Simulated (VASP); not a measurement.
The system is InAgS.

```
In Ag S
1.0
     4.29910    0.00000    0.00000
     0.00000    4.29910    0.00000
     0.00000    0.00000    4.11094
In Ag S
1 1 1
Direct
  0.00000 0.00000 0.00000
  0.50000 0.50000 0.50000
  0.50000 0.50000 0.00000
```

- Program: VASP 6.6.1
- Task: relaxation of cell and atoms
- Functional: PBE
- Potentials or basis: VASP PAW PBE potentials, release 64 (In_d, Ag, S)
- Cutoff: 600 eV
- k mesh: 4 × 4 × 4
- Occupations: gaussian, width 0.1 eV
- Spin: no spin polarisation

At the start: pressure 15.5 GPa; volume 25.33 Å³/atom.

Q: Where does the relaxation end?

A: Over 6 steps the energy falls by 371.4 meV/atom and the volume is 29.26 Å³/atom (+15.5 %); space group P4/mmm (No. 123, to 0.05 Å).

The path:
```csv
step,energy change (eV),largest force (eV/Å),pressure (GPa),volume (Å³)
1,0.0000,0.0000,15.52,75.98
2,-0.6074,0.0000,-4.35,103.88
3,-1.1114,0.0000,-0.62,88.91
4,-1.1131,0.0000,-0.41,88.53
5,-1.1136,0.0000,-0.19,88.18
6,-1.1143,0.0000,-0.10,87.77
```

Final structure:
```xyz
3
Lattice="4.3235 0.0000 0.0000 0.0000 4.3235 0.0000 0.0000 0.0000 4.6953" Properties=species:S:1:pos:R:3 pbc="T T T"
In    0.0000    0.0000    0.0000
Ag    2.1618    2.1618    2.3476
S     2.1618    2.1618    0.0000
```

Caveat: the k points lie up to 0.36 Å⁻¹ apart in the final cell; the volume moved by over 15 % at a fixed basis, so the end points are rough.
